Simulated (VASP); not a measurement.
# NaCl (Fm-3m) in VASP: a series of runs

The runs below take NaCl through single point, relaxation of cell and atoms, with PBE-based screened hybrid with 25 % exact exchange, PBE+D3(BJ), PBE+D4, PBE.

Everything below comes from runs of VASP 6.6.1. Logs are shortened: lines on timing, memory, paths and dates and some standing lists are left out, and cuts for length are marked.

## 1. The cell of the first run

The structure is cubic, space group Fm-3m (No. 225). Conventional cell: a = 5.588 Å, b = 5.588 Å, c = 5.588 Å, α = 90.00°, β = 90.00°, γ = 90.00°. Within 3.7 Å of Cl (site symmetry m-3m) lie 6 Na at 2.79 Å. Na (site symmetry m-3m) has 6 Cl at 2.79 Å within 3.7 Å.

## 2. Single point, PBE-based screened hybrid with 25 % exact exchange

POSCAR

```
NaCl
1.0
    0.0000000000      2.7940632177      2.7940632177
    2.7940632177      0.0000000000      2.7940632177
    2.7940632177      2.7940632177      0.0000000000
Cl Na
1 1
Direct
    0.5000000000      0.5000000000      0.5000000000
    0.0000000000      0.0000000000      0.0000000000
```

INCAR.step1

```
SYSTEM = NaCl
PREC = Accurate
ENCUT = 520
EDIFF = 1E-5
ISMEAR = -1
SIGMA = 0.05
LREAL = .FALSE.
LASPH = .TRUE.
NELM = 60
ALGO = Normal
ISIF = 2
LWAVE = .TRUE.
LCHARG = .FALSE.
GGA = PE
NBANDS = 14
```

INCAR.step2

```
SYSTEM = NaCl
PREC = Accurate
ENCUT = 520
EDIFF = 1E-6
ISMEAR = -1
SIGMA = 0.05
LREAL = .FALSE.
LASPH = .TRUE.
NELM = 60
ALGO = Normal
ISIF = 2
LWAVE = .FALSE.
LCHARG = .FALSE.
GGA = PE
LHFCALC = .TRUE.
AEXX = 0.25
HFSCREEN = 0.3
PRECFOCK = Normal
ISTART = 1
NBANDS = 14
```

KPOINTS

```
regular mesh
0
G
  5 5 5
  0 0 0
```

Potentials or basis: VASP PAW PBE potentials, release 64 (Cl, Na_pv).

Command:

```console
> cat potpaw_PBE.64/Cl/POTCAR potpaw_PBE.64/Na_pv/POTCAR > POTCAR
> cp INCAR.step1 INCAR
> mpirun -np 1 vasp_std > vasp.out
> cp INCAR.step2 INCAR
> mpirun -np 1 vasp_std > vasp.out
```

OUTCAR:

```text
SYSTEM = NaCl
   PREC = Accurate
   ENCUT = 520
   EDIFF = 1E-6
   ISMEAR = -1
   LREAL = .FALSE.
   LASPH = .TRUE.
   NELM = 60
   ISIF = 2
   GGA = PE
   LHFCALC = .TRUE.
   AEXX = 0.25
   HFSCREEN = 0.3
   PRECFOCK = Normal
   ISTART = 1

 ion  position               nearest neighbor table
   1  0.500  0.500  0.500-
   2  0.000  0.000  0.000-

  LATTYP: Found a face centered cubic cell.
 ALAT       =     5.5881264354

  Lattice vectors:

 A1 = (   0.0000000000,   2.7940632177,   2.7940632177)
 A2 = (   2.7940632177,   0.0000000000,   2.7940632177)
 A3 = (   2.7940632177,   2.7940632177,   0.0000000000)

Analysis of symmetry for initial positions (statically):
=====================================================================
 Subroutine PRICEL returns:
 Original cell was already a primitive cell.

 Routine SETGRP: Setting up the symmetry group for a
 face centered cubic supercell.

 Subroutine GETGRP returns: Found 48 space group operations
 (whereof 48 operations were pure point group operations)
 out of a pool of 48 trial point group operations.

The static configuration has the point symmetry O_h .

Analysis of symmetry for dynamics (positions and initial velocities):
=====================================================================
 Subroutine PRICEL returns:
 Original cell was already a primitive cell.

 Routine SETGRP: Setting up the symmetry group for a
 face centered cubic supercell.

 Subroutine GETGRP returns: Found 48 space group operations
 (whereof 48 operations were pure point group operations)
 out of a pool of 48 trial point group operations.

The dynamic configuration has the point symmetry O_h .

 Subroutine INISYM returns: Found 48 space group operations
 (whereof 48 operations are pure point group operations),
 and found     1 'primitive' translations

----------------------------------------------------------------------------------------

                                     Primitive cell

  volume of cell :      43.6253

  direct lattice vectors                    reciprocal lattice vectors
     0.000000000  2.794063218  2.794063218    -0.178950854  0.178950854  0.178950854
     2.794063218  0.000000000  2.794063218     0.178950854 -0.178950854  0.178950854
     2.794063218  2.794063218  0.000000000     0.178950854  0.178950854 -0.178950854

  length of vectors
     3.951402097  3.951402097  3.951402097     0.309951972  0.309951972  0.309951972

  position of ions in fractional coordinates (direct lattice)
     0.500000000  0.500000000  0.500000000
     0.000000000  0.000000000  0.000000000

  ion indices of the primitive-cell ions
   primitive index   ion index
                 1           1
                 2           2

----------------------------------------------------------------------------------------

 KPOINTS: regular mesh

Automatic generation of k-mesh.
 Grid dimensions read from file:
 generate k-points for:    5    5    5

 Generating k-lattice:

  Cartesian coordinates                     Fractional coordinates (reciprocal lattice)
    -0.035790171  0.035790171  0.035790171     0.200000000  0.000000000  0.000000000
     0.035790171 -0.035790171  0.035790171     0.000000000  0.200000000  0.000000000
     0.035790171  0.035790171 -0.035790171     0.000000000  0.000000000  0.200000000

  Length of vectors
     0.061990394  0.061990394  0.061990394

  Shift w.r.t. Gamma in fractional coordinates (k-lattice)
     0.000000000  0.000000000  0.000000000

 Subroutine IBZKPT returns following result:
 ===========================================

 Found     10 irreducible k-points:

 Following reciprocal coordinates:
            Coordinates               Weight
  0.000000  0.000000  0.000000      1.000000
  0.200000  0.000000  0.000000      8.000000
  0.400000  0.000000  0.000000      8.000000
  0.200000  0.200000  0.000000      6.000000
  0.400000  0.200000  0.000000     24.000000
 -0.400000  0.200000  0.000000     24.000000
 -0.200000  0.200000  0.000000     12.000000
  0.400000  0.400000  0.000000      6.000000
[... 36 lines left out ...]
  volume of cell :       43.63
 maximum number of plane-waves:      1211
 NGX is ok and might be reduce to    30
  NGX = 24; NGY = 24; NGZ = 24

 number of electron      14.0000007 magnetization

 Free energy of the ion-electron system (eV)
  ---------------------------------------------------
  ext. energy  EPLUGINS =         0.00000000
  ---------------------------------------------------
  free energy    TOTEN  =        -7.69421885 eV

  energy without entropy =       -7.69421885  energy(sigma->0) =       -7.69421885

 E-fermi :  -0.3188     XC(G=0):  -7.0341

 val. band max:       -1.4149304080   @ k =   0.0000   0.0000   0.0000
 cond. band min:       4.9312159594   @ k =   0.0000   0.0000   0.0000
 fundamental gap:      6.3461463674
 Fermi energy:        -0.3187664586

 k-point     1 :       0.0000    0.0000    0.0000
  band No.  band energies     occupation
      1     -24.2058      2.00000
      2     -24.2058      2.00000
      3     -24.2058      2.00000
      4     -15.2870      2.00000
      5      -1.4149      2.00000
      6      -1.4149      2.00000
      7      -1.4149      2.00000
      8       4.9312      0.00000
      9      10.9656      0.00000
     10      10.9656      0.00000
     11      10.9656      0.00000
     12      13.3144      0.00000
     13      13.3144      0.00000
     14      14.7248      0.00000

 k-point     2 :       0.2000    0.0000    0.0000
  band No.  band energies     occupation
      1     -24.2167      2.00000
      2     -24.2064      2.00000
      3     -24.2064      2.00000
      4     -15.1573      2.00000
      5      -2.2687      2.00000
      6      -1.5212      2.00000
      7      -1.5212      2.00000
      8       6.0458      0.00000
      9       9.9864      0.00000
     10      11.3238      0.00000
     11      11.3238      0.00000
     12      13.0154      0.00000
     13      13.0154      0.00000
     14      15.9984      0.00000
[... 105 lines left out ...]
      1     -24.2244      2.00000
      2     -24.2194      2.00000
      3     -24.2126      2.00000
      4     -14.8290      2.00000
      5      -3.0633      2.00000
      6      -2.4782      2.00000
      7      -2.0052      2.00000
      8       7.8619      0.00000
      9       8.5450      0.00000
     10      10.7911      0.00000
     11      13.2549      0.00000
     12      13.9245      0.00000
     13      16.1332      0.00000
     14      17.8495      0.00000

 k-point    10 :      -0.4000    0.4000    0.2000
  band No.  band energies     occupation
      1     -24.2252      2.00000
      2     -24.2176      2.00000
      3     -24.2128      2.00000
      4     -14.8436      2.00000
      5      -2.9762      2.00000
      6      -2.4675      2.00000
      7      -2.0556      2.00000
      8       8.7486      0.00000
      9       9.0696      0.00000
     10       9.5287      0.00000
     11      12.1566      0.00000
     12      14.6798      0.00000
     13      15.5060      0.00000
     14      17.4957      0.00000

------------------------ aborting loop because EDIFF is reached ----------------------------------------

  FORCE on cell =-STRESS in cart. coord.  units (eV):
  Direction    XX          YY          ZZ          XY          YZ          ZX
  --------------------------------------------------------------------------------------
  -------------------------------------------------------------------------------------
  Total        0.2721304      0.2721304      0.2721304      0.0000000      0.0000000      0.0000000
  in kB        9.9942199      9.9942199      9.9942199      0.0000000      0.0000000      0.0000000
  external PRESSURE =       9.9942199 kB  Pullay stress =       0.0000000 kB

 VOLUME and BASIS-vectors are now :
 -----------------------------------------------------------------------------
  energy-cutoff  :      520.00
  volume of cell :       43.63
      direct lattice vectors                 reciprocal lattice vectors
     0.000000000  2.794063218  2.794063218    -0.178950854  0.178950854  0.178950854
     2.794063218  0.000000000  2.794063218     0.178950854 -0.178950854  0.178950854
     2.794063218  2.794063218  0.000000000     0.178950854  0.178950854 -0.178950854

 POSITION                                       TOTAL-FORCE (eV/Angst)
 -----------------------------------------------------------------------------------
      2.79406      2.79406      2.79406        -0.000000     -0.000000      0.000000
      0.00000      0.00000      0.00000         0.000000      0.000000     -0.000000
 -----------------------------------------------------------------------------------
    total drift:                               -0.000000     -0.000000     -0.000000

  FREE ENERGIE OF THE ION-ELECTRON SYSTEM (eV)
  ---------------------------------------------------
  free  energy   TOTEN  =        -7.6942188485 eV

  energy  without entropy=       -7.6942188485  energy(sigma->0) =       -7.69421885
```

Wall time 5.5 min (1 thread of Intel Xeon Platinum 8488C (Sapphire Rapids), shared host); peak memory 0.26 GiB.

Results:

```
Free energy            : -7.6942 eV
Pressure               : 1.0 GPa
Band gap on the k mesh : 6.35 eV
```

Levels at points of the mesh, in eV from the valence-band top:
```csv
k point,band 5,band 6,band 7,band 8,band 9,band 10
"(0.00, 0.00, 0.00)",0.00,0.00,0.00,6.35,12.38,12.38
```

Caveat: the PAW data sets were made with another functional, which shifts forces and pressure a little.

## 3. Single point, PBE+D3(BJ)

This run uses another cell than the first one, of 21.74 Å³/atom.

INCAR

```
PREC     = Accurate       # precision mode
ENCUT    = 520            # plane-wave cutoff, eV
EDIFF    = 1E-7           # SCF threshold, eV
ISMEAR   = -1             # smearing method
SIGMA    = 0.05           # smearing width, eV
LREAL    = F              # projectors in reciprocal space
LASPH    = T              # aspherical terms in the spheres
NELM     = 60             # most SCF steps
ALGO     = Normal         # electronic algorithm
ISIF     = 2              # what is computed and relaxed
LWAVE    = F              # write WAVECAR
LCHARG   = F              # write CHGCAR
GGA      = PE             # functional
IVDW     = 12             # dispersion correction
NBANDS   = 14             # bands
```

KPOINTS

```
regular mesh
0
Gamma
  8 8 8
```

POSCAR

```
NaCl
1.0
    0.0000000000      2.7910259816      2.7910259816
    2.7910259816      0.0000000000      2.7910259816
    2.7910259816      2.7910259816      0.0000000000
Cl Na
1 1
Direct
    0.5000000000      0.5000000000      0.5000000000
    0.0000000000      0.0000000000      0.0000000000
```

Potentials or basis: VASP PAW PBE potentials, release 64 (Cl, Na_pv).

Command:

```console
> cat potpaw_PBE.64/Cl/POTCAR potpaw_PBE.64/Na_pv/POTCAR > POTCAR
> mpirun -np 1 vasp_std > vasp.out
```

It took 15 s on 1 thread of Intel Xeon Platinum 8375C at 2.90GHz (Ice Lake), shared host; peak memory 0.17 GiB.

Results (log left out):

```
Free energy                : -7.2075 eV
Pressure                   : -0.1 GPa
Band gap on the k mesh     : 5.23 eV
Dispersion energy per atom : -0.222 eV
```

Levels at points of the mesh, in eV from the valence-band top:
| k point | band 3 | band 4 | band 5 | band 6 | band 7 | band 8 | band 9 | band 10 | band 11 | band 12 |
| --- | --- | --- | --- | --- | --- | --- | --- | --- | --- | --- |
| (0.00, 0.00, 0.00) | -20.76 | -12.73 | 0.00 | 0.00 | 0.00 | 5.23 | 11.15 | 11.15 | 11.15 | 13.35 |
| (0.50, 0.00, 0.00) | -20.76 | -12.36 | -2.02 | -0.28 | -0.28 | 7.33 | 10.88 | 11.05 | 11.05 | 15.19 |
| (0.50, 0.50, 0.00) | -20.77 | -12.31 | -1.74 | -0.63 | -0.63 | 7.63 | 8.05 | 11.54 | 15.06 | 15.06 |

## 4. Single point, PBE+D4

This run uses another cell than the first one, of 22.38 Å³/atom.

INCAR

```
SYSTEM = NaCl
  ALGO = Normal
  EDIFF = 1E-6
  ENCUT = 520
  GGA = PE
  ISIF = 2
  ISMEAR = -1
  IVDW = 13
  LASPH = .TRUE.
  LCHARG = .FALSE.
  LREAL = .FALSE.
  LWAVE = .FALSE.
  NBANDS = 14
  NELM = 100
  PREC = Accurate
  SIGMA = 0.05
```

KPOINTS

```
k-points
0
G
  8 8 8
  0 0 0
```

POSCAR

```
NaCl
1.0
    0.0000000000      2.8182180917      2.8182180917
    2.8182180917      0.0000000000      2.8182180917
    2.8182180917      2.8182180917      0.0000000000
Cl Na
1 1
Direct
    0.5000000000      0.5000000000      0.5000000000
    0.0000000000      0.0000000000      0.0000000000
```

Command:

```console
> cat potpaw_PBE.64/Cl/POTCAR potpaw_PBE.64/Na_pv/POTCAR > POTCAR
> mpirun -np 1 vasp_std > vasp.out
```

It took 15 s on 1 thread of Intel Xeon Platinum 8375C at 2.90GHz (Ice Lake), shared host; peak memory 0.16 GiB.

Results (log left out):

```yaml
Free_energy: -6.9699 eV
Pressure: 0.0 GPa
Band_gap_on_the_k_mesh: 5.11 eV
Dispersion_energy_per_atom: -0.098 eV
```

Levels at points of the mesh, in eV from the valence-band top:
```
           k point  band 5  band 6  band 7  band 8  band 9  band 10
(0.00, 0.00, 0.00)    0.00    0.00    0.00    5.11   11.12    11.12
(0.50, 0.00, 0.00)   -1.93   -0.26   -0.26    7.28   10.64    10.98
(0.50, 0.50, 0.00)   -1.66   -0.60   -0.60    7.54    8.08    11.33
```

A k mesh can miss the band edges.

## 5. Single point, PBE

This run uses another cell than the first one, of 23.07 Å³/atom.

INCAR

```
PREC     = Accurate       # precision mode
ENCUT    = 520            # plane-wave cutoff, eV
EDIFF    = 1E-6           # SCF threshold, eV
ISMEAR   = -1             # smearing method
SIGMA    = 0.05           # smearing width, eV
LREAL    = F              # projectors in reciprocal space
LASPH    = T              # aspherical terms in the spheres
NELM     = 80             # most SCF steps
ALGO     = Normal         # electronic algorithm
ISIF     = 2              # what is computed and relaxed
LWAVE    = F              # write WAVECAR
LCHARG   = F              # write CHGCAR
GGA      = PE             # functional
NBANDS   = 14             # bands
```

KPOINTS

```
regular mesh
0
Gamma
  8 8 8
```

POSCAR

```
NaCl
1.0
    0.0000000000      2.8466808176      2.8466808176
    2.8466808176      0.0000000000      2.8466808176
    2.8466808176      2.8466808176      0.0000000000
Cl Na
1 1
Direct
    0.5000000000      0.5000000000      0.5000000000
    0.0000000000      0.0000000000      0.0000000000
```

Command:

```console
> cat potpaw_PBE.64/Cl/POTCAR potpaw_PBE.64/Na_pv/POTCAR > POTCAR
> mpirun -np 1 vasp_std > vasp.out
```

Wall time 13 s (1 thread of Intel Xeon Platinum 8375C at 2.90GHz (Ice Lake), shared host); peak memory 0.16 GiB.

It converged, with:

```
Free energy            : -6.7779 eV
Pressure               : 0.0 GPa
Band gap on the k mesh : 5.00 eV
```

Levels at points of the mesh, in eV from the valence-band top:
```
           k point  band 3  band 4  band 5  band 6  band 7  band 8  band 9  band 10  band 11  band 12
(0.00, 0.00, 0.00)  -20.87  -12.60    0.00    0.00    0.00    5.00   11.09    11.09    11.09    13.21
(0.50, 0.00, 0.00)  -20.88  -12.29   -1.84   -0.25   -0.25    7.22   10.40    10.90    10.90    14.80
(0.50, 0.50, 0.00)  -20.88  -12.24   -1.58   -0.57   -0.57    7.45    8.10    11.12    14.52    14.52
```

## 6. Relaxation of cell and atoms, PBE

INCAR

```
SYSTEM = NaCl
PREC = Accurate
ENCUT = 600
EDIFF = 1E-7
ISMEAR = -1
SIGMA = 0.05
LREAL = .False.
LASPH = .True.
NELM = 100
ALGO = Normal
ISIF = 3
LWAVE = .False.
LCHARG = .False.
GGA = PE
IBRION = 2
NSW = 80
EDIFFG = -0.01
```

KPOINTS

```
regular mesh
0
Gamma
  8 8 8
  0 0 0
```

POSCAR

```
NaCl
1.0
    0.0000000000      2.7940632177      2.7940632177
    2.7940632177      0.0000000000      2.7940632177
    2.7940632177      2.7940632177      0.0000000000
Cl Na
1 1
Direct
    0.5000000000      0.5000000000      0.5000000000
    0.0000000000      0.0000000000      0.0000000000
```

Potentials or basis: VASP PAW PBE potentials, release 64 (Cl, Na_pv).

Command:

```console
> cat potpaw_PBE.64/Cl/POTCAR potpaw_PBE.64/Na_pv/POTCAR > POTCAR
> mpirun -np 1 vasp_std > vasp.out
```

Run time: 25 s. Hardware: 1 thread of Intel Xeon Platinum 8375C at 2.90GHz (Ice Lake), shared host; peak memory 0.18 GiB.

It converged, with:

```yaml
Free_energy: -6.7780 eV
Relaxed_volume: 23.15 Å³/atom
Relaxed_cell: a = 4.031 Å, b = 4.031 Å, c = 4.031 Å, α = 60.00°, β = 60.00°, γ = 60.00°
Space_group_after_relaxing_to_0.1_Å: Fm-3m (No. 225)
Energy_gained_by_relaxing: 5.9 meV/atom
Ionic_steps: 3
Pressure_after_relaxing: -0.1 GPa
Band_gap_on_the_k_mesh: 4.99 eV
```

Step by step:
| step | energy change (eV) | largest force (eV/Å) | pressure (GPa) | volume (Å³) |
| --- | --- | --- | --- | --- |
| 1 | 0.0000 | 0.0000 | 1.56 | 43.63 |
| 2 | -0.0093 | 0.0000 | 0.68 | 44.98 |
| 3 | -0.0118 | 0.0000 | -0.05 | 46.30 |

Final structure:
```
Cl Na
1.0
     0.00000    2.85013    2.85013
     2.85013    0.00000    2.85013
     2.85013    2.85013    0.00000
Cl Na
1 1
Direct
  0.50000 0.50000 0.50000
  0.00000 0.00000 0.00000
```

Levels at points of the mesh, in eV from the valence-band top:
| k point | band 4 | band 5 | band 6 | band 7 | band 8 | band 9 | band 10 | band 11 |
| --- | --- | --- | --- | --- | --- | --- | --- | --- |
| (0.00, 0.00, 0.00) | -12.59 | 0.00 | 0.00 | 0.00 | 4.99 | 11.09 | 11.09 | 11.09 |
| (0.50, 0.00, 0.00) | -12.28 | -1.83 | -0.25 | -0.25 | 7.22 | 10.37 | 10.89 | 10.89 |
| (0.50, 0.50, 0.00) | -12.24 | -1.58 | -0.57 | -0.57 | 7.44 | 8.10 | 11.10 | 14.49 |

## 7. Summary

```tsv
task	level	cell	k mesh	cutoff (eV)	grid for exact exchange (PRECFOCK)	share of exact exchange	screening parameter	gap on the mesh (eV)	pressure (GPa)
single point	PBE-based screened hybrid with 25 % exact exchange	a = 3.951 Å, angles 60.0°, 2 atoms	5 × 5 × 5	520	Normal	0.25	0.3 1/Å	6.35	1.0
single point	PBE+D3(BJ)	a = 3.947 Å, angles 60.0°, 2 atoms	8 × 8 × 8	520	-	-	-	5.23	-0.1
single point	PBE+D4	a = 3.986 Å, angles 60.0°, 2 atoms	8 × 8 × 8	520	-	-	-	5.11	0.0
single point	PBE	a = 4.026 Å, angles 60.0°, 2 atoms	8 × 8 × 8	520	-	-	-	5.00	0.0
relaxation of cell and atoms	PBE	relaxed from a = 3.951 Å, angles 60.0°, 2 atoms	8 × 8 × 8	600	-	-	-	4.99	-0.1
```

Alike in all rows: potentials or basis VASP PAW PBE potentials, release 64 (Cl, Na_pv); no spin polarisation; smearing fermi-dirac 0.05 eV.

Caveats: the PAW data sets were made with another functional, which shifts forces and pressure a little (at least some runs).

Total energies depend on the potentials used, so only differences within one code and one set of settings carry meaning.
